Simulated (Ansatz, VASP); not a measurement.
# CdSe in VASP and in Ansatz

```
CELL_PARAMETERS angstrom
0.00000 3.06778 3.06778
3.06778 0.00000 3.06778
3.06778 3.06778 0.00000
ATOMIC_POSITIONS crystal
Cd 0.00000 0.00000 0.00000
Se 0.25000 0.25000 0.25000
```

Alike in both runs: task single point; functional PBE; k mesh 8 × 8 × 8; occupations fermi-dirac, width 0.02 eV; no spin polarisation.

|  | VASP | Ansatz |
| --- | --- | --- |
| version | VASP 6.6.1 | Ansatz 0.2.0 |
| potentials or method | VASP PAW PBE potentials, release 64 (Cd, Se) | plane waves, PAW |
| plane-wave cutoff (eV) | 520 | 420 |
| valence electrons in the cell | 18 | 36 |

|  | VASP | Ansatz | Ansatz less VASP |
| --- | --- | --- | --- |
| pressure (GPa) | 1.7 | 1.4 | -0.28 |

VASP's potentials hold 18 valence electrons a cell and Ansatz's 36, so a difference there can come from the potentials and not from the codes.
